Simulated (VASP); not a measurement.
## K7Na4Cl12 (a cell with a defect): single point with PBEsol

System: K7Na4Cl12 (a cell with a defect).

```
CELL_PARAMETERS angstrom
8.50283 0.00000 0.00000
-4.25141 7.36366 0.00000
0.00000 0.00000 10.51350
ATOMIC_POSITIONS crystal
K 0.16600 0.33300 0.67761
K 0.66700 0.33300 0.67761
K 0.66700 0.83400 0.67761
K 0.33126 0.16252 0.32866
K 0.33126 0.66874 0.32866
K 0.83333 0.16667 0.31758
K 0.83748 0.66874 0.32866
Na 0.00419 0.99581 0.99264
Na 0.00419 0.50838 0.99264
Na 0.49162 0.99581 0.99264
Na 0.50000 0.50000 0.99961
Cl 0.16829 0.33415 0.14609
Cl 0.16667 0.83333 0.14614
Cl 0.66585 0.33415 0.14609
Cl 0.66585 0.83171 0.14609
Cl 0.33866 0.17732 0.86182
Cl 0.33866 0.66134 0.86182
Cl 0.83333 0.16667 0.85808
Cl 0.82268 0.66134 0.86182
Cl 0.99375 0.00625 0.49354
Cl 0.99375 0.48750 0.49354
Cl 0.51250 0.00625 0.49354
Cl 0.50000 0.50000 0.49971
```

```yaml
Program: VASP 6.6.1
Task: single point
Functional: PBEsol
Potentials_or_basis: VASP PAW PBE potentials, release 64 (K_sv, Na_pv, Cl)
Cutoff: 520 eV
k_mesh: 3 × 3 × 2
Occupations: gaussian, width 0.05 eV
Spin: no spin polarisation
```

```json
{
 "Largest force": "0.018 eV/Å"
}
```

Forces in eV/Å, atoms in the order of the input:
```
K   -0.002 -0.001 -0.009
K    0.002 -0.001 -0.009
K    0.000  0.003 -0.009
K    0.000  0.001 -0.007
K    0.001  0.000 -0.007
K    0.000  0.000 -0.016
K   -0.001  0.000 -0.007
Na   0.005 -0.003 -0.001
Na   0.000  0.006 -0.001
Na  -0.005 -0.003 -0.001
Na   0.000  0.000  0.018
Cl   0.003  0.001 -0.002
Cl   0.000  0.000 -0.013
Cl  -0.003  0.001 -0.002
Cl   0.000 -0.003 -0.002
Cl   0.000 -0.006  0.002
Cl  -0.005  0.003  0.002
Cl   0.000  0.000  0.010
Cl   0.005  0.003  0.002
Cl   0.002 -0.001  0.014
Cl   0.000  0.003  0.014
Cl  -0.002 -0.001  0.014
Cl   0.000  0.000  0.009
```

Levels at points of the mesh, in eV from the Fermi level:
```csv
k point,band 84,band 85,band 86,band 87,band 88,band 89,band 90,band 91,band 92,band 93
"(0.00, 0.00, 0.00)",-0.30,-0.30,-0.25,-0.23,-0.23,4.67,6.24,6.28,6.28,6.45
"(0.00, 0.00, 0.50)",-0.45,-0.30,-0.30,-0.24,-0.24,5.22,5.52,6.38,6.44,6.44
```

Run time: 16 min on 1 thread of AMD EPYC 7R43 64-Core Processor (Zen 3) (shared host), peak memory 0.75 GiB.

Caveat: the cell carries a net charge on a neutralising background, which shifts energy and pressure; the cell is charged against a uniform background, so pressure and absolute levels hang on convention; the PAW data sets were made with another functional, which shifts forces and pressure a little.
